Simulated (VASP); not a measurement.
# Re (Fm-3m) in VASP: a series of runs

Re is run at these levels: r2SCAN; tasks: single point.

Everything below comes from runs of VASP 6.6.1. Logs are shortened: lines on timing, memory, paths and dates and some standing lists are left out, and cuts for length are marked.

## (1) The cell of the first run

The structure is cubic, space group Fm-3m (No. 225). The conventional cell has a = 3.731 Å, b = 3.731 Å, c = 3.731 Å, α = 90.00°, β = 90.00°, γ = 90.00°. Re (site symmetry m-3m) has 12 Re at 2.64 Å within 3.5 Å.

This isn't the form of Re at room conditions, which is hcp.

## (2) Single point, r2SCAN (12.98 Å³/atom)

File POSCAR:

```
Re
1.0
    0.0000000000      1.8654505306      1.8654505306
    1.8654505306      0.0000000000      1.8654505306
    1.8654505306      1.8654505306      0.0000000000
Re
1
Direct
    0.0000000000      0.0000000000      0.0000000000
```

File INCAR.step1:

```
SYSTEM = Re
PREC = Accurate
ENCUT = 520
ISMEAR = -1
SIGMA = 0.1
LREAL = .False.
LASPH = .True.
NELM = 60
NBANDS = 10
GGA = PE
ALGO = Normal
EDIFF = 1E-4
LWAVE = .True.
LCHARG = .False.
```

File INCAR.step2:

```
SYSTEM = Re
PREC = Accurate
ENCUT = 520
EDIFF = 1E-6
ISMEAR = -1
SIGMA = 0.1
LREAL = .False.
LASPH = .True.
NELM = 60
ALGO = Normal
ISIF = 2
LWAVE = .False.
LCHARG = .True.
METAGGA = R2SCAN
LMIXTAU = .True.
LELF = .True.
LVHAR = .True.
NBANDS = 10
ISTART = 1
```

File KPOINTS:

```
regular mesh
0
Gamma
  16 16 16
  0 0 0
```

Potentials or basis: VASP PAW PBE potentials, release 64 (Re).

Launch:

```console
> cat potpaw_PBE.64/Re/POTCAR > POTCAR
> cp INCAR.step1 INCAR
> mpirun -np 1 vasp_std > vasp.out
> cp INCAR.step2 INCAR
> mpirun -np 1 vasp_std > vasp.out
```

OUTCAR:

```text
SYSTEM = Re
   PREC = Accurate
   ENCUT = 520
   EDIFF = 1E-6
   ISMEAR = -1
   LREAL = .False.
   LASPH = .True.
   NELM = 60
   ISIF = 2
   METAGGA = R2SCAN
   ISTART = 1

 ion  position               nearest neighbor table
   1  0.000  0.000  0.000-

  LATTYP: Found a face centered cubic cell.
 ALAT       =     3.7309010612

  Lattice vectors:

 A1 = (   0.0000000000,   1.8654505306,   1.8654505306)
 A2 = (   1.8654505306,   0.0000000000,   1.8654505306)
 A3 = (   1.8654505306,   1.8654505306,   0.0000000000)

Analysis of symmetry for initial positions (statically):
=====================================================================
 Subroutine PRICEL returns:
 Original cell was already a primitive cell.

 Routine SETGRP: Setting up the symmetry group for a
 face centered cubic supercell.

 Subroutine GETGRP returns: Found 48 space group operations
 (whereof 48 operations were pure point group operations)
 out of a pool of 48 trial point group operations.

The static configuration has the point symmetry O_h .

Analysis of symmetry for dynamics (positions and initial velocities):
=====================================================================
 Subroutine PRICEL returns:
 Original cell was already a primitive cell.

 Routine SETGRP: Setting up the symmetry group for a
 face centered cubic supercell.

 Subroutine GETGRP returns: Found 48 space group operations
 (whereof 48 operations were pure point group operations)
 out of a pool of 48 trial point group operations.

The dynamic configuration has the point symmetry O_h .

 Subroutine INISYM returns: Found 48 space group operations
 (whereof 48 operations are pure point group operations),
 and found     1 'primitive' translations

----------------------------------------------------------------------------------------

                                     Primitive cell

  volume of cell :      12.9832

  direct lattice vectors                    reciprocal lattice vectors
     0.000000000  1.865450531  1.865450531    -0.268031766  0.268031766  0.268031766
     1.865450531  0.000000000  1.865450531     0.268031766 -0.268031766  0.268031766
     1.865450531  1.865450531  0.000000000     0.268031766  0.268031766 -0.268031766

  length of vectors
     2.638145440  2.638145440  2.638145440     0.464244637  0.464244637  0.464244637

  position of ions in fractional coordinates (direct lattice)
     0.000000000  0.000000000  0.000000000

  ion indices of the primitive-cell ions
   primitive index   ion index
                 1           1

----------------------------------------------------------------------------------------

 KPOINTS: regular mesh

Automatic generation of k-mesh.
 Grid dimensions read from file:
 generate k-points for:   16   16   16

 Generating k-lattice:

  Cartesian coordinates                     Fractional coordinates (reciprocal lattice)
    -0.016751985  0.016751985  0.016751985     0.062500000  0.000000000  0.000000000
     0.016751985 -0.016751985  0.016751985     0.000000000  0.062500000  0.000000000
     0.016751985  0.016751985 -0.016751985     0.000000000  0.000000000  0.062500000

  Length of vectors
     0.029015290  0.029015290  0.029015290

  Shift w.r.t. Gamma in fractional coordinates (k-lattice)
     0.000000000  0.000000000  0.000000000

 Subroutine IBZKPT returns following result:
 ===========================================

 Found    145 irreducible k-points:

 Following reciprocal coordinates:
            Coordinates               Weight
  0.000000  0.000000  0.000000      1.000000
  0.062500  0.000000  0.000000      8.000000
  0.125000  0.000000  0.000000      8.000000
  0.187500  0.000000  0.000000      8.000000
  0.250000  0.000000  0.000000      8.000000
  0.312500  0.000000  0.000000      8.000000
[... 16 lines left out ...]
 -0.125000  0.062500  0.000000     24.000000
 -0.062500  0.062500  0.000000     12.000000
 [... further k-points ...]
   k-points           NKPTS =    145   k-points in BZ     NKDIM =    145   number of bands    NBANDS=     10
   number of dos      NEDOS =    301   number of ions     NIONS =      1
   total plane-waves  NPLWV =   8000
   dimension x,y,z NGX =    20 NGY =   20 NGZ =   20
   dimension x,y,z NGXF=    40 NGYF=   40 NGZF=   40
   ions per type =               1
   NGX,Y,Z   is equivalent  to a cutoff of  12.60, 12.60, 12.60 a.u.
   NGXF,Y,Z  is equivalent  to a cutoff of  25.21, 25.21, 25.21 a.u.
 SYSTEM =  Re
   PREC   = accura    normal or accurate (medium, high low for compatibility)
   ISTART =      1    job   : 0-new  1-cont  2-samecut
   ICHARG =      0    charge: 1-file 2-atom 10-const
   ISPIN  =      1    spin polarized calculation?
   LNONCOLLINEAR =      F non collinear calculations
   LSORBIT =      F    spin-orbit coupling
   LASPH  =      T    aspherical Exc in radial PAW
   ENCUT  =  520.0 eV  38.22 Ry    6.18 a.u.   4.91  4.91  4.91*2*pi/ulx,y,z
   NELM   =     60;   NELMIN=  2; NELMDL=  0     # of ELM steps
   EDIFF  = 0.1E-05   stopping-criterion for ELM
   LREAL  =      F    real-space projection
[... 7 lines left out ...]
   TEBEG  =    0.0;   TEEND  =   0.0 temperature during run
   PSTRESS=    0.0 pullay stress
   NELECT =       7.0000    total number of electrons
   NUPDOWN=      -1.0000    fix difference up-down
   EMIN   =  10.00;   EMAX   =-10.00  energy-range for DOS
   EFERMI =   0.00;   METHOD = LEGACY
   ISMEAR =    -1;   SIGMA  =   0.10  broadening in eV -4-tet -1-fermi 0-gaus
   EFERMI_NEDOS =   21; number of points for ismear=-14 and -15
   IALGO  =     38    algorithm
   IMIX   =      4    mixing-type and parameters
     AMIX     =   0.40;   BMIX     =  1.00
     AMIX_MAG =   1.60;   BMIX_MAG =  1.00
  volume/ion in A,a.u.               =      12.98        87.61
  Fermi-wavevector in a.u.,A,eV,Ry     =   1.332438  2.517943 24.155672  1.775392
  Thomas-Fermi vector in A             =   2.461373
   LORBIT       =      0    0 simple, 1 ext, 2 COOP (PROOUT), +10 PAW based schemes
   METAGGA = R2SCAN    functional components
   LHFCALC =     F    Hartree Fock is set to
   AEXX    =    0.0000 exact exchange contribution
   IVDW    =     0    specifies the selected vdW correction
   LEPSILON=     F    determine dielectric tensor
   LRPA    =     F    only Hartree local field effects (RPA)
 non-spin polarized calculation
  energy-cutoff  :      520.00
  volume of cell :       12.98
 maximum number of plane-waves:       362
   NGX =  9   NGY =  9   NGZ =  9

 number of electron       7.0000000 magnetization

 Free energy of the ion-electron system (eV)
  ---------------------------------------------------
  ext. energy  EPLUGINS =         0.00000000
  ---------------------------------------------------
  free energy    TOTEN  =       -52.07968359 eV

  energy without entropy =      -52.05982149  energy(sigma->0) =      -52.06975254

 E-fermi :   9.6552     XC(G=0): -15.7822

 val. band max:        9.6057515565   @ k =   0.1875   0.1250   0.0000
 cond. band min:       9.6754108902   @ k =  -0.2500   0.3125   0.0625
 fundamental gap:      0.0696593337
 Fermi energy:         9.6552125118

 k-point     1 :       0.0000    0.0000    0.0000
  band No.  band energies     occupation
      1      -1.9020      2.00000
      2       7.2054      2.00000
      3       7.2054      2.00000
      4       7.2054      2.00000
      5      11.2878      0.00000
      6      11.2878      0.00000
      7      24.2187      0.00000
      8      31.0996      0.00000
      9      31.0996      0.00000
     10      31.0996      0.00000

 k-point     2 :       0.0625    0.0000    0.0000
  band No.  band energies     occupation
      1      -1.6808      2.00000
      2       7.0457      2.00000
      3       7.3108      2.00000
      4       7.3108      2.00000
      5      11.1934      0.00000
      6      11.1934      0.00000
      7      24.6592      0.00000
      8      30.0097      0.00000
      9      31.5104      0.00000
     10      31.5104      0.00000

 k-point     3 :       0.1250    0.0000    0.0000
  band No.  band energies     occupation
      1      -1.0552      2.00000
      2       6.6611      2.00000
      3       7.5741      2.00000
      4       7.5741      2.00000
      5      11.0000      0.00000
      6      11.0000      0.00000
      7      25.7865      0.00000
      8      28.3000      0.00000
      9      32.6917      0.00000
     10      32.6918      0.00000

 k-point     4 :       0.1875    0.0000    0.0000
  band No.  band energies     occupation
      1      -0.1567      2.00000
      2       6.2929      2.00000
      3       7.8145      2.00000
      4       7.8145      2.00000
      5      10.9681      0.00000
      6      10.9681      0.00000
      7      25.9179      0.00000
      8      28.2148      0.00000
      9      34.5179      0.00000
     10      34.5179      0.00000
[... 222 lines left out ...]
 k-point    22 :      -0.1875    0.0625    0.0000
  band No.  band energies     occupation
      1       0.3449      2.00000
      2       6.0462      2.00000
      3       7.8579      2.00000
      4       8.0011      2.00000
      5      10.3683      0.00160
      6      11.7416      0.00000
      7      25.8684      0.00000
      8      28.8508      0.00000
      9      33.9593      0.00000
     10      36.3304      0.00000

 k-point    23 :      -0.1250    0.0625    0.0000
  band No.  band energies     occupation
      1      -0.5934      2.00000
      2       6.3516      2.00000
      3       7.7664      2.00000
      4       7.7889      2.00000
      5      10.4446      0.00075
      6      11.3807      0.00000
      7      26.5418      0.00000
      8      27.8864      0.00000
      9      32.4193      0.00000
     10      34.1455      0.00000

 k-point    24 :      -0.0625    0.0625    0.0000
  band No.  band energies     occupation
      1      -1.3229      2.00000
      2       6.7706      2.00000
      3       7.4559      2.00000
      4       7.5314      2.00000
      5      10.8298      0.00002
      6      11.2937      0.00000
      7      25.3529      0.00000
      8      29.1265      0.00000
      9      31.5255      0.00000
     10      32.4900      0.00000

 [... further k-points ...]

------------------------ aborting loop because EDIFF is reached ----------------------------------------

  FORCE on cell =-STRESS in cart. coord.  units (eV):
  Direction    XX          YY          ZZ          XY          YZ          ZX
  --------------------------------------------------------------------------------------
  -------------------------------------------------------------------------------------
  Total        5.4062916      5.4062916      5.4062916     -0.0000000     -0.0000000      0.0000000
  in kB      667.1582193    667.1582193    667.1582193     -0.0000000     -0.0000000      0.0000000
  external PRESSURE =     667.1582193 kB  Pullay stress =       0.0000000 kB

 VOLUME and BASIS-vectors are now :
 -----------------------------------------------------------------------------
  energy-cutoff  :      520.00
  volume of cell :       12.98
      direct lattice vectors                 reciprocal lattice vectors
     0.000000000  1.865450531  1.865450531    -0.268031766  0.268031766  0.268031766
     1.865450531  0.000000000  1.865450531     0.268031766 -0.268031766  0.268031766
     1.865450531  1.865450531  0.000000000     0.268031766  0.268031766 -0.268031766

 POSITION                                       TOTAL-FORCE (eV/Angst)
 -----------------------------------------------------------------------------------
      0.00000      0.00000      0.00000         0.000000     -0.000000      0.000000
 -----------------------------------------------------------------------------------
    total drift:                                0.000000      0.000000     -0.000000

  FREE ENERGIE OF THE ION-ELECTRON SYSTEM (eV)
  ---------------------------------------------------
  free  energy   TOTEN  =       -52.0796835923 eV

  energy  without entropy=      -52.0598214938  energy(sigma->0) =      -52.06975254
```

It took 34 s on 1 thread of Intel Xeon 6975P-C (Granite Rapids), shared host; peak memory 0.14 GiB.

Results:

* Free energy: -52.0797 eV
* Pressure: 66.7 GPa
* Band gap on the k mesh: zero (an odd number of electrons rules out a gap without spin polarisation)

Levels at points of the mesh, in eV from the Fermi level:
```
           k point  band 1  band 2  band 3  band 4  band 5  band 6  band 7  band 8  band 9
(0.00, 0.00, 0.00)  -11.56   -2.45   -2.45   -2.45    1.63    1.63   14.56   21.44   21.44
(0.50, 0.00, 0.00)   -8.26   -2.68   -2.68    0.42    4.76    4.76   12.54   14.09   22.71
(0.50, 0.50, 0.00)   -8.42   -7.47    3.55    4.78    5.67    5.67   14.05   14.05   16.37
```

Caveat: the cell stands under pressure; the PAW data sets were made with another functional, which shifts forces and pressure a little; spin-orbit coupling is left out, which moves the levels of the heavy elements.

## (3) Single point, r2SCAN (13.57 Å³/atom)

This run uses another cell than the first one, of 13.57 Å³/atom.

File POSCAR:

```
Re
1.0
    0.0000000000      1.8932971813      1.8932971813
    1.8932971813      0.0000000000      1.8932971813
    1.8932971813      1.8932971813      0.0000000000
Re
1
Direct
    0.0000000000      0.0000000000      0.0000000000
```

File INCAR.step1:

```
PREC = Accurate ; ENCUT = 520
ISMEAR = -1 ; SIGMA = 0.1
LREAL = F ; LASPH = T
NELM = 60 ; NBANDS = 10
GGA = PE ; ALGO = Normal
EDIFF = 1E-4 ; LWAVE = T
LCHARG = F
```

File INCAR.step2:

```
PREC = Accurate ; ENCUT = 520
EDIFF = 1E-6 ; ISMEAR = -1
SIGMA = 0.1 ; LREAL = F
LASPH = T ; NELM = 60
ALGO = Normal ; ISIF = 2
LWAVE = F ; LCHARG = F
METAGGA = R2SCAN ; LMIXTAU = T
NBANDS = 10 ; ISTART = 1
```

File KPOINTS:

```
Automatic mesh
0
Gamma
  16 16 16
```

Potentials or basis: VASP PAW PBE potentials, release 64 (Re).

Launch:

```console
> cat potpaw_PBE.64/Re/POTCAR > POTCAR
> cp INCAR.step1 INCAR
> mpirun -np 1 vasp_std > vasp.out
> cp INCAR.step2 INCAR
> mpirun -np 1 vasp_std > vasp.out
```

Wall time 35 s (1 thread of Intel Xeon 6975P-C (Granite Rapids), shared host); peak memory 0.14 GiB.

It converged, with:

```yaml
Free_energy: -52.2738 eV
Pressure: 39.4 GPa
Band_gap_on_the_k_mesh: zero (an odd number of electrons rules out a gap without spin polarisation)
```

Levels at points of the mesh, in eV from the Fermi level:
| k point | band 1 | band 2 | band 3 | band 4 | band 5 | band 6 | band 7 | band 8 | band 9 |
| --- | --- | --- | --- | --- | --- | --- | --- | --- | --- |
| (0.00, 0.00, 0.00) | -11.25 | -2.30 | -2.30 | -2.30 | 1.53 | 1.53 | 14.54 | 21.14 | 21.14 |
| (0.50, 0.00, 0.00) | -7.89 | -2.50 | -2.50 | 0.27 | 4.45 | 4.45 | 11.76 | 14.06 | 22.13 |
| (0.50, 0.50, 0.00) | -7.94 | -7.04 | 3.25 | 4.47 | 5.29 | 5.29 | 13.61 | 13.61 | 15.40 |

Caveat: the cell stands under pressure; the PAW data sets were made with another functional, which shifts forces and pressure a little; spin-orbit coupling is left out, which moves the levels of the heavy elements.
